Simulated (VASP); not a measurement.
Runs of VASP 6.6.1 on Sc. The structure is that of space group Fd-3m (No. 227), or close to it. The cells are those of the table. This isn't the form of Sc at room conditions, which is hcp.

| task | cell | gap on the mesh (eV) | pressure (GPa) |
| --- | --- | --- | --- |
| single point | a = 3.658 Å, angles 60.0°, 2 atoms | none | 17.3 |
| single point | a = 3.509 Å, angles 60.0°, 2 atoms | none | (a) |
| single point | a = 3.417 Å, angles 60.0°, 2 atoms | none | 50.5 |
| single point | a = 4.484 Å, angles 60.0°, 2 atoms | none | 0.0 |
| relaxation of cell and atoms | relaxed from a = 4.511 Å, angles 60.0°, 2 atoms | none | 0.0 |
| relaxation of cell and atoms | relaxed to 15 GPa from a = 4.511 Å, angles 60.0°, 2 atoms | none | 14.9 |

Alike in all rows: level r2SCAN; potentials or basis VASP PAW PBE potentials, release 64 (Sc_sv); no spin polarisation; k mesh 11 × 11 × 11; cutoff (eV) 550; smearing methfessel-paxton 0.05 eV.

Task: Estimate the missing entries.

Result: (a) 34.0.

Caveats: the PAW data sets were made with another functional, which shifts forces and pressure a little; the cell stands under pressure (at least some runs); atoms lie so close that the PAW spheres overlap strongly, which falsifies energies and pressures (at least some runs); the cell is relaxed towards a set pressure, so the run minimises the enthalpy, not the energy (at least some runs).

A gap of «none» marks levels without a gap at the run's occupations.
